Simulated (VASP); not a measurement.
Dy3Hf, 8 atoms in the cell. The structure is hexagonal, space group P6_3/mmc (No. 194). The conventional cell has a = 7.008 Å, b = 7.008 Å, c = 5.396 Å, α = 90.00°, β = 90.00°, γ = 120.00°. Within 4.4 Å of Dy (site symmetry mm2) lie 4 Hf at 3.31 to 3.51 Å and 8 Dy at 3.33 to 3.68 Å. Within 4.4 Å of Hf (site symmetry -6m2) lie 12 Dy at 3.31 to 3.51 Å. The cell was built from a structure type or drawn by symmetry, and may not be a known phase.

- Program: VASP 6.6.1
- Task: single point
- Functional: PBE
- Potentials or basis: VASP PAW PBE potentials, release 64 (Dy_3, Hf_pv), 4f in core
- Cutoff: 500 eV
- k mesh: 3 × 3 × 4
- Occupations: gaussian, width 0.1 eV
- Spin: no spin polarisation
- Dipole correction: no
- Mended: yes
- Further INCAR settings: ALGO = Normal; EDIFF = 1e-06; NBANDS = 47

Potentials or basis: VASP PAW PBE potentials, release 64 (Dy_3, Hf_pv), 4f in core.

The run is started by

```bash
$ cat potpaw_PBE.64/Dy_3/POTCAR potpaw_PBE.64/Hf_pv/POTCAR > POTCAR
$ mpirun -np 1 vasp_std > vasp.out
```

Hardware: 1 thread of Intel(R) Xeon(R) 6975P-C (Granite Rapids), on a shared host.

How long does it take, and how much memory?

Wall time 54 s on 1 thread of Intel(R) Xeon(R) 6975P-C (Granite Rapids), on a shared host, peak memory 0.36 GiB. Counts: scf iterations 15, k points 9.
